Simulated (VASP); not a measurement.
# Si (I4/mmm) in VASP: further runs

Runs on Si. Level: PBE. Tasks: single point.

Everything below comes from runs of VASP 6.6.1. Logs are shortened: lines on timing, memory, paths and dates and some standing lists are left out, and cuts for length are marked.

### 1 The cell of the first run

The structure is tetragonal, space group I4/mmm (No. 139). Conventional cell: a = 6.958 Å, b = 6.958 Å, c = 3.857 Å, α = 90.00°, β = 90.00°, γ = 90.00°. Within 3.2 Å of Si (site symmetry m2m) lie 4 Si at 2.39 to 2.49 Å.

### 2 Single point, PBE (23.34 Å³/atom)

The input, INCAR:

```
SYSTEM = Si
PREC = Accurate
ENCUT = 520
EDIFF = 1E-7
ISMEAR = 0
SIGMA = 0.05
LREAL = .False.
LASPH = .True.
NELM = 100
ALGO = Normal
ISIF = 2
LWAVE = .False.
LCHARG = .False.
GGA = PE
NBANDS = 16
```

The input, KPOINTS:

```
Automatic mesh
0
Gamma
  12 12 12
  0 0 0
```

The input, POSCAR:

```
Si
1.0
   -3.4787817189      3.4787817189      1.9282887068
    3.4787817189     -3.4787817189      1.9282887068
    3.4787817189      3.4787817189     -1.9282887068
Si
4
Direct
    0.1786105079      0.1786105079      0.3572210158
    0.8213894921      0.8213894921      0.6427789842
    0.1786105079      0.8213894921      0.0000000000
    0.8213894921      0.1786105079      0.0000000000
```

Potentials or basis: VASP PAW PBE potentials, release 64 (Si).

Started as:

```sh
> cat potpaw_PBE.64/Si/POTCAR > POTCAR
> mpirun -np 1 vasp_std > vasp.out
```

OUTCAR:

```text
SYSTEM = Si
   PREC = Accurate
   ENCUT = 520
   EDIFF = 1E-7
   ISMEAR = 0
   LREAL = .False.
   LASPH = .True.
   NELM = 100
   ISIF = 2
   GGA = PE

 ion  position               nearest neighbor table
   1  0.179  0.179  0.357-   2 2.39   2 2.39   3 2.49   4 2.49
   2  0.821  0.821  0.643-   1 2.39   1 2.39   4 2.49   3 2.49
   3  0.179  0.821  0.000-   4 2.39   4 2.39   2 2.49   1 2.49
   4  0.821  0.179  0.000-   3 2.39   3 2.39   2 2.49   1 2.49

  LATTYP: Found a body centered tetragonal cell.
 ALAT       =     6.9575634378
 C/A-ratio  =     0.5543000000

  Lattice vectors:

 A1 = (  -3.4787817189,   3.4787817189,   1.9282887068)
 A2 = (   3.4787817189,  -3.4787817189,   1.9282887068)
 A3 = (   3.4787817189,   3.4787817189,  -1.9282887068)

Analysis of symmetry for initial positions (statically):
=====================================================================
 Subroutine PRICEL returns:
 Original cell was already a primitive cell.

 Routine SETGRP: Setting up the symmetry group for a
 body centered tetragonal supercell.

 Subroutine GETGRP returns: Found 16 space group operations
 (whereof 16 operations were pure point group operations)
 out of a pool of 16 trial point group operations.

The static configuration has the point symmetry D_4h.

Analysis of symmetry for dynamics (positions and initial velocities):
=====================================================================
 Subroutine PRICEL returns:
 Original cell was already a primitive cell.

 Routine SETGRP: Setting up the symmetry group for a
 body centered tetragonal supercell.

 Subroutine GETGRP returns: Found 16 space group operations
 (whereof 16 operations were pure point group operations)
 out of a pool of 16 trial point group operations.

The dynamic configuration has the point symmetry D_4h.

 Subroutine INISYM returns: Found 16 space group operations
 (whereof 16 operations are pure point group operations),
 and found     1 'primitive' translations

----------------------------------------------------------------------------------------

                                     Primitive cell

  volume of cell :      93.3440

  direct lattice vectors                    reciprocal lattice vectors
    -3.478781719  3.478781719  1.928288707     0.000000000  0.143728477  0.259297271
     3.478781719 -3.478781719  1.928288707     0.143728477  0.000000000  0.259297271
     3.478781719  3.478781719 -1.928288707     0.143728477  0.143728477  0.000000000

  length of vectors
     5.284140595  5.284140595  5.284140595     0.296467452  0.296467452  0.203262762

  position of ions in fractional coordinates (direct lattice)
     0.178610508  0.178610508  0.357221016
     0.821389492  0.821389492  0.642778984
     0.178610508  0.821389492  0.000000000
     0.821389492  0.178610508  0.000000000

  ion indices of the primitive-cell ions
   primitive index   ion index
                 1           1
                 2           2
                 3           3
                 4           4

----------------------------------------------------------------------------------------

 KPOINTS: Automatic mesh

Automatic generation of k-mesh.
 Grid dimensions read from file:
 generate k-points for:   12   12   12

 Generating k-lattice:

  Cartesian coordinates                     Fractional coordinates (reciprocal lattice)
     0.000000000  0.011977373  0.021608106     0.083333333  0.000000000 -0.000000000
     0.011977373  0.000000000  0.021608106     0.000000000  0.083333333 -0.000000000
     0.011977373  0.011977373  0.000000000     0.000000000  0.000000000  0.083333333

  Length of vectors
     0.024705621  0.024705621  0.016938564

  Shift w.r.t. Gamma in fractional coordinates (k-lattice)
     0.000000000  0.000000000  0.000000000

 Subroutine IBZKPT returns following result:
 ===========================================

 Found    163 irreducible k-points:

 Following reciprocal coordinates:
            Coordinates               Weight
  0.000000  0.000000  0.000000      1.000000
  0.083333 -0.000000  0.000000      8.000000
  0.166667 -0.000000  0.000000      8.000000
  0.250000  0.000000  0.000000      8.000000
  0.333333  0.000000 -0.000000      8.000000
  0.416667 -0.000000  0.000000      8.000000
[... 16 lines left out ...]
  0.500000  0.166667 -0.000000     16.000000
 -0.416667  0.166667 -0.000000     16.000000
 [... further k-points ...]
   k-points           NKPTS =    163   k-points in BZ     NKDIM =    163   number of bands    NBANDS=     16
   number of dos      NEDOS =    301   number of ions     NIONS =      4
   total plane-waves  NPLWV =  64000
   dimension x,y,z NGX =    40 NGY =   40 NGZ =   40
   dimension x,y,z NGXF=    80 NGYF=   80 NGZF=   80
   ions per type =               4
   NGX,Y,Z   is equivalent  to a cutoff of  12.58, 12.58, 12.58 a.u.
   NGXF,Y,Z  is equivalent  to a cutoff of  25.17, 25.17, 25.17 a.u.
 SYSTEM =  Si
   PREC   = accura    normal or accurate (medium, high low for compatibility)
   ISTART =      0    job   : 0-new  1-cont  2-samecut
   ICHARG =      2    charge: 1-file 2-atom 10-const
   ISPIN  =      1    spin polarized calculation?
   LNONCOLLINEAR =      F non collinear calculations
   LSORBIT =      F    spin-orbit coupling
   LASPH  =      T    aspherical Exc in radial PAW
   ENCUT  =  520.0 eV  38.22 Ry    6.18 a.u.   9.82  9.82  9.82*2*pi/ulx,y,z
   NELM   =    100;   NELMIN=  2; NELMDL= -5     # of ELM steps
   EDIFF  = 0.1E-06   stopping-criterion for ELM
   LREAL  =      F    real-space projection
   EDIFFG = 0.1E-05   stopping-criterion for IOM
   NSW    =      0    number of steps for IOM
   IBRION =     -1    ionic relax: 0-MD 1-quasi-New 2-CG
   NFREE  =      0    steps in history (QN), initial steepest desc. (CG)
   ISIF   =      2    stress and relaxation
   ISYM   =      2    0-nonsym 1-usesym 2-fastsym
   POTIM  = 0.5000    time-step for ionic-motion
   TEBEG  =    0.0;   TEEND  =   0.0 temperature during run
   PSTRESS=    0.0 pullay stress
   NELECT =      16.0000    total number of electrons
   NUPDOWN=      -1.0000    fix difference up-down
   EMIN   =  10.00;   EMAX   =-10.00  energy-range for DOS
   EFERMI =   0.00;   METHOD = LEGACY
   ISMEAR =     0;   SIGMA  =   0.05  broadening in eV -4-tet -1-fermi 0-gaus
   EFERMI_NEDOS =   21; number of points for ismear=-14 and -15
   IALGO  =     38    algorithm
   IMIX   =      4    mixing-type and parameters
     AMIX     =   0.40;   BMIX     =  1.00
     AMIX_MAG =   1.60;   BMIX_MAG =  1.00
  volume/ion in A,a.u.               =      23.34       157.48
  Fermi-wavevector in a.u.,A,eV,Ry     =   0.909395  1.718508 11.252015  0.827000
  Thomas-Fermi vector in A             =   2.033435
   LORBIT       =      0    0 simple, 1 ext, 2 COOP (PROOUT), +10 PAW based schemes
   GGA     = PE    functional components
   LHFCALC =     F    Hartree Fock is set to
   AEXX    =    0.0000 exact exchange contribution
   IVDW    =     0    specifies the selected vdW correction
   LEPSILON=     F    determine dielectric tensor
   LRPA    =     F    only Hartree local field effects (RPA)
 non-spin polarized calculation
 Gauss-broadening in eV      SIGMA  =   0.05
  energy-cutoff  :      520.00
  volume of cell :       93.34
 maximum number of plane-waves:      2531
   NGX = 19   NGY = 19   NGZ = 19

 number of electron      16.0000000 magnetization

 Free energy of the ion-electron system (eV)
  ---------------------------------------------------
  ext. energy  EPLUGINS =         0.00000000
  ---------------------------------------------------
  free energy    TOTEN  =       -21.12938532 eV

  energy without entropy =      -21.12938454  energy(sigma->0) =      -21.12938493

 E-fermi :   4.5789     XC(G=0):  -8.7236

 val. band max:        4.4735925299   @ k =   0.5000   0.5000   0.5000
 cond. band min:       4.6840853050   @ k =   0.2500   0.2500   0.2500
 fundamental gap:      0.2104927751
 Fermi energy:         4.5788571014

 k-point     1 :       0.0000    0.0000    0.0000
  band No.  band energies     occupation
      1      -6.8557      2.00000
      2      -3.3041      2.00000
      3      -0.7937      2.00000
      4      -0.7937      2.00000
      5       1.1672      2.00000
      6       3.3711      2.00000
[... 8 lines left out ...]
     15      10.5203      0.00000
     16      11.4080      0.00000

 k-point     2 :       0.0833   -0.0000    0.0000
  band No.  band energies     occupation
      1      -6.7810      2.00000
      2      -3.3005      2.00000
      3      -0.8753      2.00000
      4      -0.7032      2.00000
      5       1.2236      2.00000
      6       2.9198      2.00000
[... 8 lines left out ...]
     15      10.0754      0.00000
     16      11.8343      0.00000

 k-point     3 :       0.1667   -0.0000    0.0000
  band No.  band energies     occupation
      1      -6.5593      2.00000
      2      -3.2722      2.00000
      3      -1.1212      2.00000
      4      -0.5113      2.00000
      5       1.3355      2.00000
      6       2.0624      2.00000
[... 8 lines left out ...]
     15       9.6311      0.00000
     16      11.4450      0.00000

 k-point     4 :       0.2500    0.0000    0.0000
  band No.  band energies     occupation
      1      -6.1994      2.00000
      2      -3.1867      2.00000
      3      -1.5612      2.00000
      4      -0.4802      2.00000
      5       1.2395      2.00000
      6       1.4889      2.00000
[... 8 lines left out ...]
     15      10.3751      0.00000
     16      10.3949      0.00000

 k-point     5 :       0.3333    0.0000   -0.0000
  band No.  band energies     occupation
      1      -5.7240      2.00000
      2      -3.0262      2.00000
      3      -2.2010      2.00000
      4      -0.8075      2.00000
      5       0.8255      2.00000
      6       1.4598      2.00000
[... 8 lines left out ...]
     15      10.6923      0.00000
     16      11.5224      0.00000

 k-point     6 :       0.4167   -0.0000    0.0000
  band No.  band energies     occupation
      1      -5.2025      2.00000
      2      -2.8912      2.00000
      3      -2.8171      2.00000
      4      -1.2467      2.00000
      5       0.6403      2.00000
      6       1.4225      2.00000
[... 8 lines left out ...]
     15       9.8501      0.00000
     16      12.2855      0.00000
[... 267 lines left out ...]
 k-point    21 :       0.3333    0.1667   -0.0000
  band No.  band energies     occupation
      1      -4.9147      2.00000
      2      -3.1216      2.00000
      3      -2.8359      2.00000
      4      -1.4893      2.00000
      5       0.5218      2.00000
      6       1.8806      2.00000
[... 8 lines left out ...]
     15      10.8477      0.00000
     16      11.9763      0.00000

 k-point    22 :       0.4167    0.1667    0.0000
  band No.  band energies     occupation
      1      -4.9335      2.00000
      2      -3.4169      2.00000
      3      -2.9199      2.00000
      4      -1.0693      2.00000
      5       0.4757      2.00000
      6       2.0489      2.00000
[... 8 lines left out ...]
     15      10.9776      0.00000
     16      12.0853      0.00000

 k-point    23 :       0.5000    0.1667   -0.0000
  band No.  band energies     occupation
      1      -5.3854      2.00000
      2      -3.6865      2.00000
      3      -2.4299      2.00000
      4      -0.5458      2.00000
      5       0.6217      2.00000
      6       1.9901      2.00000
[... 8 lines left out ...]
     15      10.7539      0.00000
     16      11.6197      0.00000

 k-point    24 :      -0.4167    0.1667   -0.0000
  band No.  band energies     occupation
      1      -5.8852      2.00000
      2      -3.8722      2.00000
      3      -1.8428      2.00000
      4      -0.1093      2.00000
      5       1.0548      2.00000
      6       1.9591      2.00000
[... 8 lines left out ...]
     15      10.2483      0.00000
     16      10.6271      0.00000

 [... further k-points ...]

------------------------ aborting loop because EDIFF is reached ----------------------------------------

  FORCE on cell =-STRESS in cart. coord.  units (eV):
  Direction    XX          YY          ZZ          XY          YZ          ZX
  --------------------------------------------------------------------------------------
  -------------------------------------------------------------------------------------
  Total       -4.0951520     -4.0951520     -0.8758390      0.0000000      0.0000000     -0.0000000
  in kB      -70.2901064    -70.2901064    -15.0330972      0.0000000      0.0000000     -0.0000000
  external PRESSURE =     -51.8711033 kB  Pullay stress =       0.0000000 kB

 VOLUME and BASIS-vectors are now :
 -----------------------------------------------------------------------------
  energy-cutoff  :      520.00
  volume of cell :       93.34
      direct lattice vectors                 reciprocal lattice vectors
    -3.478781719  3.478781719  1.928288707     0.000000000  0.143728477  0.259297271
     3.478781719 -3.478781719  1.928288707     0.143728477  0.000000000  0.259297271
     3.478781719  3.478781719 -1.928288707     0.143728477  0.143728477  0.000000000

 POSITION                                       TOTAL-FORCE (eV/Angst)
 -----------------------------------------------------------------------------------
      1.24269      1.24269     -0.00000        -0.264549     -0.264549      0.000000
      2.23609      2.23609      1.92829         0.264549      0.264549     -0.000000
      2.23609     -2.23609      1.92829         0.264549     -0.264549     -0.000000
     -2.23609      2.23609      1.92829        -0.264549      0.264549     -0.000000
 -----------------------------------------------------------------------------------
    total drift:                               -0.000000     -0.000000      0.000000

  FREE ENERGIE OF THE ION-ELECTRON SYSTEM (eV)
  ---------------------------------------------------
  free  energy   TOTEN  =       -21.1293853186 eV

  energy  without entropy=      -21.1293845393  energy(sigma->0) =      -21.12938493
```

Wall time 5.5 min (1 thread of Intel Xeon Platinum 8375C at 2.90GHz (Ice Lake), shared host); peak memory 0.34 GiB.

Results:

```
Free energy            : -21.1294 eV
Pressure               : -5.2 GPa
Largest force          : 0.374 eV/Å
Band gap on the k mesh : 0.21 eV (least direct gap 0.96 eV)
```

Forces in eV/Å, atoms in the order of the input:
```
Si  -0.265 -0.265  0.000
Si   0.265  0.265  0.000
Si   0.265 -0.265  0.000
Si  -0.265  0.265  0.000
```

Stress tensor (GPa, compression positive):
```
-7.03  0.00  0.00
 0.00 -7.03  0.00
 0.00  0.00 -1.50
```

Caveat: the stress differs along the axes, from -7 to -2 GPa.

### 3 Single point, PBE (23.34 Å³/atom)

The input, INCAR:

```
ALGO = Normal
EDIFF = 1E-6
ENCUT = 520
GGA = PE
ISIF = 2
ISMEAR = 0
LASPH = T
LCHARG = T
LELF = T
LREAL = F
LVHAR = T
LWAVE = F
NBANDS = 16
NELM = 60
PREC = Accurate
SIGMA = 0.05
```

The input, KPOINTS:

```
k-points
0
Gamma
  12 12 12
```

The input, POSCAR:

```
Si
1.0
   -3.3868003402      3.3868003402      2.0344509643
    3.3868003402     -3.3868003402      2.0344509643
    3.3868003402      3.3868003402     -2.0344509643
Si
4
Direct
    0.1786105079      0.1786105079      0.3572210158
    0.8213894921      0.8213894921      0.6427789842
    0.1786105079      0.8213894921      0.0000000000
    0.8213894921      0.1786105079      0.0000000000
```

Potentials or basis: VASP PAW PBE potentials, release 64 (Si).

Started as:

```sh
> cat potpaw_PBE.64/Si/POTCAR > POTCAR
> mpirun -np 1 vasp_std > vasp.out
```

OUTCAR:

```text
EDIFF = 1E-6
   ENCUT = 520
   GGA = PE
   ISIF = 2
   ISMEAR = 0
   LASPH = T
   LREAL = F
   NELM = 60
   PREC = Accurate

 ion  position               nearest neighbor table
   1  0.179  0.179  0.357-   3 2.42   4 2.42   2 2.45   2 2.45
   2  0.821  0.821  0.643-   3 2.42   4 2.42   1 2.45   1 2.45
   3  0.179  0.821  0.000-   1 2.42   2 2.42   4 2.45   4 2.45
   4  0.821  0.179  0.000-   1 2.42   2 2.42   3 2.45   3 2.45

  LATTYP: Found a body centered tetragonal cell.
 ALAT       =     6.7736006804
 C/A-ratio  =     0.6007000000

  Lattice vectors:

 A1 = (  -3.3868003402,   3.3868003402,   2.0344509643)
 A2 = (   3.3868003402,  -3.3868003402,   2.0344509643)
 A3 = (   3.3868003402,   3.3868003402,  -2.0344509643)

Analysis of symmetry for initial positions (statically):
=====================================================================
 Subroutine PRICEL returns:
 Original cell was already a primitive cell.

 Routine SETGRP: Setting up the symmetry group for a
[... 171 lines left out ...]

 E-fermi :   4.6479     XC(G=0):  -8.7295

 val. band max:        4.6020616161   @ k =   0.5000   0.5000   0.5000
 cond. band min:       4.6784463796   @ k =   0.5000   0.5000   0.5000
 fundamental gap:      0.0763847635
 Fermi energy:         4.6479479490

 k-point     1 :       0.0000    0.0000    0.0000
  band No.  band energies     occupation
      1      -6.8645      2.00000
      2      -2.7512      2.00000
      3      -0.7979      2.00000
      4      -0.7979      2.00000
      5       1.1465      2.00000
      6       3.0597      2.00000
[... 433 lines left out ...]
      3      -1.9689      2.00000
      4      -0.1713      2.00000
      5       1.0562      2.00000
      6       2.0322      2.00000
[... 8 lines left out ...]
     15      10.2688      0.00000
     16      10.4345      0.00000

 [... further k-points ...]

------------------------ aborting loop because EDIFF is reached ----------------------------------------

  FORCE on cell =-STRESS in cart. coord.  units (eV):
  Direction    XX          YY          ZZ          XY          YZ          ZX
  --------------------------------------------------------------------------------------
  -------------------------------------------------------------------------------------
  Total       -1.9573288     -1.9573288     -5.3826405      0.0000000      0.0000000      0.0000000
  in kB      -33.5960293    -33.5960293    -92.3888476      0.0000000      0.0000000      0.0000000
  external PRESSURE =     -53.1936354 kB  Pullay stress =       0.0000000 kB

 VOLUME and BASIS-vectors are now :
 -----------------------------------------------------------------------------
  energy-cutoff  :      520.00
  volume of cell :       93.34
      direct lattice vectors                 reciprocal lattice vectors
    -3.386800340  3.386800340  2.034450964     0.000000000  0.147631968  0.245766553
     3.386800340 -3.386800340  2.034450964     0.147631968  0.000000000  0.245766553
     3.386800340  3.386800340 -2.034450964     0.147631968  0.147631968  0.000000000

 POSITION                                       TOTAL-FORCE (eV/Angst)
 -----------------------------------------------------------------------------------
      1.20984      1.20984     -0.00000         0.141246      0.141246     -0.000000
      2.17696      2.17696      2.03445        -0.141246     -0.141246      0.000000
      2.17696     -2.17696      2.03445        -0.141246      0.141246      0.000000
     -2.17696      2.17696      2.03445         0.141246     -0.141246      0.000000
 -----------------------------------------------------------------------------------
    total drift:                               -0.000000     -0.000000      0.000000

  FREE ENERGIE OF THE ION-ELECTRON SYSTEM (eV)
  ---------------------------------------------------
  free  energy   TOTEN  =       -21.1221904182 eV

  energy  without entropy=      -21.1221602869  energy(sigma->0) =      -21.12217535
```

stdout:

```text
POSCAR found type information on POSCAR Si
 POSCAR found :  1 types and       4 ions
 scaLAPACK will be used
 LDA part: xc-table for (Slater+PW92), standard interpolation
 POSCAR, INCAR and KPOINTS ok, starting setup
 FFT: planning ... GRIDC
 FFT: planning ... GRID_SOFT
 FFT: planning ... GRID
 WAVECAR not read
 entering main loop
```

Run time: 5.9 min. Hardware: 1 thread of Intel Xeon Platinum 8375C at 2.90GHz (Ice Lake), shared host; peak memory 0.34 GiB.

What came out:

```
Free energy            : -21.1222 eV
Pressure               : -5.3 GPa
Largest force          : 0.200 eV/Å
Band gap on the k mesh : 0.08 eV
```

Forces on the atoms (eV/Å):
```
Si   0.141  0.141  0.000
Si  -0.141 -0.141  0.000
Si  -0.141  0.141  0.000
Si   0.141 -0.141  0.000
```

Stress tensor (GPa, compression positive):
```
-3.36  0.00  0.00
 0.00 -3.36  0.00
 0.00  0.00 -9.24
```

Caveat: the stress differs along the axes, from -9 to -3 GPa. A k mesh can miss the band edges.
